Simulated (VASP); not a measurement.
A run of VASP 6.6.1 is set up as follows.

File INCAR:

```
  ALGO = Fast
  EDIFF = 1E-7
  ENCUT = 520
  GGA = PS
  ISIF = 2
  ISMEAR = 0
  LASPH = True
  LCHARG = True
  LELF = True
  LREAL = False
  LVHAR = True
  LWAVE = False
  NBANDS = 9
  NELM = 100
  PREC = Accurate
  SIGMA = 0.15
```

The input KPOINTS:

```
k-points
0
Gamma
  24 24 14
```

Contents of POSCAR:

```
Be
1.0
    2.2995019849      0.0000000000      0.0000000000
   -1.1497509925      1.9914271350      0.0000000000
    0.0000000000      0.0000000000      3.6009000000
Be
2
Direct
    0.1826876006      0.3653752011      0.2500000000
    0.6666666667      0.3333333333      0.7500000000
```

Potentials or basis: VASP PAW PBE potentials, release 64 (Be).

The run is started by

```sh
$ cat potpaw_PBE.64/Be/POTCAR > POTCAR
$ mpirun -np 1 vasp_std > vasp.out
```

Predict the largest force.

0.192 eV/Å.

Estimate the band gap on the k mesh.

zero (band 2 reaches 8.01 eV, above the bottom of band 3 at 5.88 eV).

Stress tensor (GPa, compression positive):
```
  3.91   0.00   0.00
  0.00 -13.99   0.00
  0.00   0.00   3.73
```

Caveat: the cell differs from its parent crystal (atom 1 (Be) moved by (-0.600, +0.000) A along y and z); the PAW data sets were made with another functional, which shifts forces and pressure a little.
